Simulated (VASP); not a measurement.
# BaS (I-4m2) in VASP: single point with HSE06

Aim: the single point of BaS with HSE06.

Everything below comes from runs of VASP 6.6.1. Logs are shortened: lines on timing, memory, paths and dates and some standing lists are left out, and cuts for length are marked.

**1. The cell of the first run**

Symmetry: I-4m2, No. 119, tetragonal system. Conventional cell: a = 5.059 Å, b = 5.059 Å, c = 6.808 Å, α = 90.00°, β = 90.00°, γ = 90.00°. Ba (site symmetry -4m2) has 4 S at 3.05 Å within 4.0 Å. S (site symmetry -4m2) has 4 Ba at 3.05 Å within 4.0 Å.

**2. Single point, HSE06 (epitaxial xy strain +1.7%)**

Contents of POSCAR:

```
BaS
1.0
    0.0000000000      3.5774820651      3.4039156518
    3.5774820651      0.0000000000      3.4039156518
    3.5774820651      3.5774820651      0.0000000000
Ba S
1 1
Direct
    0.0000000000      0.0000000000      0.0000000000
    0.2500000000      0.2500000000      0.2500000000
```

Contents of INCAR.step1:

```
SYSTEM = BaS
  ALGO = Normal
  EDIFF = 1E-5
  ENCUT = 520
  GGA = PE
  ISIF = 2
  ISMEAR = 0
  LASPH = .TRUE.
  LCHARG = .FALSE.
  LREAL = .FALSE.
  LWAVE = .TRUE.
  NBANDS = 15
  NELM = 100
  PREC = Accurate
  SIGMA = 0.01
```

Contents of INCAR.step2:

```
SYSTEM = BaS
  ALGO = Normal
  EDIFF = 1E-6
  ENCUT = 520
  GGA = PE
  HFSCREEN = 0.2079
  ISIF = 2
  ISMEAR = 0
  ISTART = 1
  LASPH = .TRUE.
  LCHARG = .FALSE.
  LHFCALC = .TRUE.
  LREAL = .FALSE.
  LWAVE = .FALSE.
  NBANDS = 15
  NELM = 100
  PREC = Accurate
  PRECFOCK = Normal
  SIGMA = 0.01
```

Contents of KPOINTS:

```
k-points
0
G
  4 4 4
  0 0 0
```

Potentials or basis: VASP PAW PBE potentials, release 64 (Ba_sv, S).

The run is started by

```sh
cat potpaw_PBE.64/Ba_sv/POTCAR potpaw_PBE.64/S/POTCAR > POTCAR
cp INCAR.step1 INCAR
mpirun -np 1 vasp_std > vasp.out
cp INCAR.step2 INCAR
mpirun -np 1 vasp_std > vasp.out
```

OUTCAR:

```text
SYSTEM = BaS
   EDIFF = 1E-6
   ENCUT = 520
   GGA = PE
   HFSCREEN = 0.2079
   ISIF = 2
   ISMEAR = 0
   ISTART = 1
   LASPH = .TRUE.
   LHFCALC = .TRUE.
   LREAL = .FALSE.
   NELM = 100
   PREC = Accurate
   PRECFOCK = Normal

 ion  position               nearest neighbor table
   1  0.000  0.000  0.000-   2 3.05   2 3.05   2 3.05   2 3.05
   2  0.250  0.250  0.250-   1 3.05   1 3.05   1 3.05   1 3.05

  LATTYP: Found a body centered tetragonal cell.
 ALAT       =     5.0593236556
 C/A-ratio  =     1.3456010659

  Lattice vectors:

 A1 = (   0.0000000000,  -3.5774820651,  -3.4039156518)
 A2 = (   0.0000000000,   3.5774820651,  -3.4039156518)
 A3 = (   3.5774820651,   0.0000000000,   3.4039156518)

Analysis of symmetry for initial positions (statically):
=====================================================================
 Subroutine PRICEL returns:
 Original cell was already a primitive cell.

 Routine SETGRP: Setting up the symmetry group for a
 body centered tetragonal supercell.

 Subroutine GETGRP returns: Found  8 space group operations
 (whereof  8 operations were pure point group operations)
 out of a pool of 16 trial point group operations.

The static configuration has the point symmetry D_2d.

Analysis of symmetry for dynamics (positions and initial velocities):
=====================================================================
 Subroutine PRICEL returns:
 Original cell was already a primitive cell.

 Routine SETGRP: Setting up the symmetry group for a
 body centered tetragonal supercell.

 Subroutine GETGRP returns: Found  8 space group operations
 (whereof  8 operations were pure point group operations)
 out of a pool of 16 trial point group operations.

The dynamic configuration has the point symmetry D_2d.

 Subroutine INISYM returns: Found  8 space group operations
 (whereof  8 operations are pure point group operations),
 and found     1 'primitive' translations

----------------------------------------------------------------------------------------

                                     Primitive cell

  volume of cell :      87.1292

  direct lattice vectors                    reciprocal lattice vectors
     0.000000000  3.577482065  3.403915652    -0.139763105  0.139763105  0.146889656
     3.577482065  0.000000000  3.403915652     0.139763105 -0.139763105  0.146889656
     3.577482065  3.577482065  0.000000000     0.139763105  0.139763105 -0.146889656

  length of vectors
     4.938119044  4.938119044  5.059323656     0.246260070  0.246260070  0.246260070

  position of ions in fractional coordinates (direct lattice)
     0.000000000  0.000000000  0.000000000
     0.250000000  0.250000000  0.250000000

  ion indices of the primitive-cell ions
   primitive index   ion index
                 1           1
                 2           2

----------------------------------------------------------------------------------------

 KPOINTS: k-points

Automatic generation of k-mesh.
 Grid dimensions read from file:
 generate k-points for:    4    4    4

 Generating k-lattice:

  Cartesian coordinates                     Fractional coordinates (reciprocal lattice)
    -0.034940776  0.034940776  0.036722414     0.250000000  0.000000000  0.000000000
     0.034940776 -0.034940776  0.036722414     0.000000000  0.250000000  0.000000000
     0.034940776  0.034940776 -0.036722414     0.000000000  0.000000000  0.250000000

  Length of vectors
     0.061565017  0.061565017  0.061565017

  Shift w.r.t. Gamma in fractional coordinates (k-lattice)
     0.000000000  0.000000000  0.000000000

 Subroutine IBZKPT returns following result:
 ===========================================

 Found     13 irreducible k-points:

 Following reciprocal coordinates:
            Coordinates               Weight
  0.000000  0.000000  0.000000      1.000000
  0.250000 -0.000000  0.000000      8.000000
  0.500000 -0.000000  0.000000      4.000000
  0.250000  0.250000  0.000000      2.000000
  0.500000  0.250000  0.000000      8.000000
 -0.250000  0.250000  0.000000      4.000000
  0.500000  0.500000  0.000000      1.000000
  0.250000  0.000000  0.250000      4.000000
  0.500000 -0.000000  0.250000     16.000000
 -0.250000  0.000000  0.250000      8.000000
 -0.250000  0.500000  0.250000      4.000000
  0.500000  0.000000  0.500000      2.000000
 -0.250000  0.250000  0.500000      2.000000
   k-points           NKPTS =     13   k-points in BZ     NKDIM =     64   number of bands    NBANDS=     15
   number of dos      NEDOS =    301   number of ions     NIONS =      2
   total plane-waves  NPLWV =  64000
   dimension x,y,z NGX =    40 NGY =   40 NGZ =   40
   dimension x,y,z NGXF=    80 NGYF=   80 NGZF=   80
   ions per type =               1   1
   NGX,Y,Z   is equivalent  to a cutoff of  13.47, 13.47, 13.14 a.u.
   NGXF,Y,Z  is equivalent  to a cutoff of  26.93, 26.93, 26.29 a.u.
 SYSTEM =  BaS
   PREC   = accura    normal or accurate (medium, high low for compatibility)
   ISTART =      1    job   : 0-new  1-cont  2-samecut
   ICHARG =      0    charge: 1-file 2-atom 10-const
   ISPIN  =      1    spin polarized calculation?
   LNONCOLLINEAR =      F non collinear calculations
   LSORBIT =      F    spin-orbit coupling
   LASPH  =      T    aspherical Exc in radial PAW
   ENCUT  =  520.0 eV  38.22 Ry    6.18 a.u.   9.18  9.18  9.41*2*pi/ulx,y,z
   NELM   =    100;   NELMIN=  2; NELMDL=  0     # of ELM steps
   EDIFF  = 0.1E-05   stopping-criterion for ELM
   LREAL  =      F    real-space projection
   EDIFFG = 0.1E-04   stopping-criterion for IOM
   NSW    =      0    number of steps for IOM
   IBRION =     -1    ionic relax: 0-MD 1-quasi-New 2-CG
   NFREE  =      0    steps in history (QN), initial steepest desc. (CG)
   ISIF   =      2    stress and relaxation
   ISYM   =      3    0-nonsym 1-usesym 2-fastsym
   POTIM  = 0.5000    time-step for ionic-motion
   TEBEG  =    0.0;   TEEND  =   0.0 temperature during run
   PSTRESS=    0.0 pullay stress
   NELECT =      16.0000    total number of electrons
   NUPDOWN=      -1.0000    fix difference up-down
   EMIN   =  10.00;   EMAX   =-10.00  energy-range for DOS
   EFERMI =   0.00;   METHOD = LEGACY
   ISMEAR =     0;   SIGMA  =   0.01  broadening in eV -4-tet -1-fermi 0-gaus
   EFERMI_NEDOS =   21; number of points for ismear=-14 and -15
   IALGO  =     38    algorithm
   IMIX   =      1    mixing-type and parameters
     AMIX     =   0.40;   BMIX     =  1.00
     AMIX_MAG =   1.60;   BMIX_MAG =  1.00
  volume/ion in A,a.u.               =      43.56       293.99
  Fermi-wavevector in a.u.,A,eV,Ry     =   0.930523  1.758433 11.780908  0.865872
  Thomas-Fermi vector in A             =   2.056920
   LORBIT       =      0    0 simple, 1 ext, 2 COOP (PROOUT), +10 PAW based schemes
   GGA     = PE    functional components
   LHFCALC =     T    Hartree Fock is set to
   PRECFOCK=normal    Normal, Fast or Accurate (Low or Medium for compatibility)
   ENCUT4O =  -1.0   cutoff for four orbital integrals eV
   NKREDX  =     1    reduce k-point grid by
   NKREDY  =     1    reduce k-point grid by
   NKREDZ  =     1    reduce k-point grid by
   AEXX    =    0.2500 exact exchange contribution
   HFSCREEN=    0.2079 screening length (either q_TF or 0.3 A-1)
   HFSCREENC=   0.2079 screening length for correlation (either q_TF or 0.3 A-1)
   ENCUTFOCK=  -1.0 apply spherical cutoff to Coloumb kernel
   IVDW    =     0    specifies the selected vdW correction
   LEPSILON=     F    determine dielectric tensor
   LRPA    =     F    only Hartree local field effects (RPA)
 non-spin polarized calculation
 Gauss-broadening in eV      SIGMA  =   0.01
  energy-cutoff  :      520.00
  volume of cell :       87.13
 maximum number of plane-waves:      2384
 NGX is ok and might be reduce to    40
  NGX = 28; NGY = 28; NGZ = 30

 number of electron      15.9999999 magnetization

 Free energy of the ion-electron system (eV)
  ---------------------------------------------------
  ext. energy  EPLUGINS =         0.00000000
  ---------------------------------------------------
  free energy    TOTEN  =       -11.04419688 eV

  energy without entropy =      -11.04419688  energy(sigma->0) =      -11.04419688

 E-fermi :  -0.7325     XC(G=0):  -6.0469

 val. band max:       -0.7943128086   @ k =  -0.2500   0.2500   0.5000
 cond. band min:       2.8094768512   @ k =   0.0000   0.0000   0.0000
 fundamental gap:      3.6037896598
 Fermi energy:        -0.7325489378

 k-point     1 :       0.0000    0.0000    0.0000
  band No.  band energies     occupation
      1     -28.6527      2.00000
      2     -12.7832      2.00000
      3     -12.7770      2.00000
      4     -12.7770      2.00000
      5     -11.7713      2.00000
      6      -1.5461      2.00000
      7      -1.5461      2.00000
      8      -1.5218      2.00000
      9       2.8095      0.00000
     10       5.1646      0.00000
     11       5.5287      0.00000
     12       7.1521      0.00000
     13       7.1521      0.00000
     14       7.5611      0.00000
     15      10.2243      0.00000

 k-point     2 :       0.2500   -0.0000    0.0000
  band No.  band energies     occupation
      1     -28.6441      2.00000
      2     -13.2790      2.00000
      3     -12.8044      2.00000
      4     -12.8011      2.00000
      5     -11.2597      2.00000
      6      -1.6113      2.00000
      7      -1.4144      2.00000
      8      -1.3691      2.00000
      9       3.9175      0.00000
     10       4.9852      0.00000
     11       5.1817      0.00000
     12       6.6980      0.00000
     13       7.7423      0.00000
     14       7.7518      0.00000
     15       8.0700      0.00000
[... 167 lines left out ...]
      3     -12.9045      2.00000
      4     -12.8726      2.00000
      5     -10.6933      2.00000
      6      -1.9776      2.00000
      7      -0.8590      2.00000
      8      -0.8056      2.00000
      9       3.5002      0.00000
     10       4.6943      0.00000
     11       6.5908      0.00000
     12       6.6372      0.00000
     13       6.7844      0.00000
     14       8.7168      0.00000
     15       8.9897      0.00000

 k-point    13 :      -0.2500    0.2500    0.5000
  band No.  band energies     occupation
      1     -28.6306      2.00000
      2     -13.6786      2.00000
      3     -12.9271      2.00000
      4     -12.9085      2.00000
      5     -10.6704      2.00000
      6      -1.4406      2.00000
      7      -1.4025      2.00000
      8      -0.7943      2.00000
      9       3.4879      0.00000
     10       4.4375      0.00000
     11       6.1128      0.00000
     12       6.6697      0.00000
     13       7.9571      0.00000
     14       8.7956      0.00000
     15       8.8052      0.00000

------------------------ aborting loop because EDIFF is reached ----------------------------------------

  FORCE on cell =-STRESS in cart. coord.  units (eV):
  Direction    XX          YY          ZZ          XY          YZ          ZX
  --------------------------------------------------------------------------------------
  -------------------------------------------------------------------------------------
  Total        0.0500896      0.0500896      0.1118293      0.0000000      0.0000000      0.0000000
  in kB        0.9210731      0.9210731      2.0563755      0.0000000      0.0000000      0.0000000
  external PRESSURE =       1.2995072 kB  Pullay stress =       0.0000000 kB

 VOLUME and BASIS-vectors are now :
 -----------------------------------------------------------------------------
  energy-cutoff  :      520.00
  volume of cell :       87.13
      direct lattice vectors                 reciprocal lattice vectors
     0.000000000  3.577482065  3.403915652    -0.139763105  0.139763105  0.146889656
     3.577482065  0.000000000  3.403915652     0.139763105 -0.139763105  0.146889656
     3.577482065  3.577482065  0.000000000     0.139763105  0.139763105 -0.146889656

 POSITION                                       TOTAL-FORCE (eV/Angst)
 -----------------------------------------------------------------------------------
      0.00000      0.00000      0.00000         0.000000      0.000000      0.000000
      1.78874      1.78874      1.70196         0.000000      0.000000     -0.000000
 -----------------------------------------------------------------------------------
    total drift:                               -0.000000     -0.000000      0.000005

  FREE ENERGIE OF THE ION-ELECTRON SYSTEM (eV)
  ---------------------------------------------------
  free  energy   TOTEN  =       -11.0441968845 eV

  energy  without entropy=      -11.0441968845  energy(sigma->0) =      -11.04419688
```

It took 29 min on 1 thread of Intel Xeon 8259CL, shared host; peak memory 0.36 GiB.

What came out:

| Item | Value |
| --- | --- |
| Free energy | -11.0442 eV |
| Pressure | 0.1 GPa |
| Band gap on the k mesh | 3.60 eV (least direct gap 4.28 eV) |

Stress tensor (GPa, compression positive):
```
0.09 0.00 0.00
0.00 0.09 0.00
0.00 0.00 0.21
```

Levels at points of the mesh, in eV from the valence-band top:
```tsv
k point	band 6	band 7	band 8	band 9	band 10	band 11
(0.00, 0.00, 0.00)	-0.75	-0.75	-0.73	3.60	5.96	6.32
(0.50, 0.00, 0.00)	-0.67	-0.50	-0.44	5.41	6.27	6.33
(0.50, 0.50, 0.00)	-1.15	-0.07	-0.07	4.43	5.58	7.47
(0.50, 0.00, 0.50)	-1.18	-0.06	-0.01	4.29	5.49	7.39
```

Caveat: the cell differs from its parent crystal (epitaxial xy strain +1.7%); the structure was generated, so it needn't be the stable form of BaS; the PAW data sets were made with another functional, which shifts forces and pressure a little; spin-orbit coupling is left out, which moves the levels of the heavy elements.
